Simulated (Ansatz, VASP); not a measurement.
# SnO: VASP beside Ansatz

File INCAR:

```
  PREC = Accurate
  ENCUT = 520
  EDIFF = 1E-8
  ISMEAR = -1
  SIGMA = 0.08
  LREAL = False
  LASPH = True
  NELM = 60
  ALGO = Normal
  ISIF = 2
  LWAVE = False
  LCHARG = False
  GGA = PE
  LEFG = True
  NBANDS = 17
```

The input KPOINTS:

```
regular mesh
0
Gamma
  12 12 12
```

The input POSCAR:

```
SnO
1.0
    0.0000000000      2.7557244609      2.7557244609
    2.7557244609      0.0000000000      2.7557244609
    2.7557244609      2.7557244609      0.0000000000
Sn O
1 1
Direct
    0.0000000000      0.0000000000      0.0000000000
    0.2500000000      0.2500000000      0.2500000000
```

Input for Ansatz:

```yaml
crystal:
  lattice:
    - [0.0, 2.7557244609, 2.7557244609]
    - [2.7557244609, 0.0, 2.7557244609]
    - [2.7557244609, 2.7557244609, 0.0]
  atoms:
    - { symbol: Sn, position: [0.0, 0.0, 0.0] }
    - { symbol: O, position: [0.25, 0.25, 0.25] }
kpoints:
  mp_grid: { grid: [12, 12, 12] }
scf:
  occupations: { method: fermi_dirac, width: 0.08 }
hamiltonian:
  xc: pbe
  pseudopotentials: { kind: paw }
output:
  forces: true
  stress: true
  eigenvalues: true
  efg: { contact_densities: true }
```

Change from the starting cell: volume scaled by 1.02, PAW files.

Alike in both runs: task electric field gradients; functional PBE; k mesh 12 × 12 × 12; occupations fermi-dirac, width 0.08 eV; no spin polarisation.

|  | VASP | Ansatz |
| --- | --- | --- |
| version | VASP 6.6.1 | Ansatz 0.2.0 |
| potentials or method | VASP PAW PBE potentials, release 64 (Sn_d, O) | PAW with Ansatz's default frozen-core files, scalar-relativistic |
| plane-wave cutoff (eV) | 520 | 420 |
| valence electrons in the cell | 20 | 20 |

```csv
,VASP,Ansatz,Ansatz less VASP
pressure (GPa),-1.1,-1.1,-0.01
```

With one functional, cell and mesh, what is left measures potentials, basis and numerics.
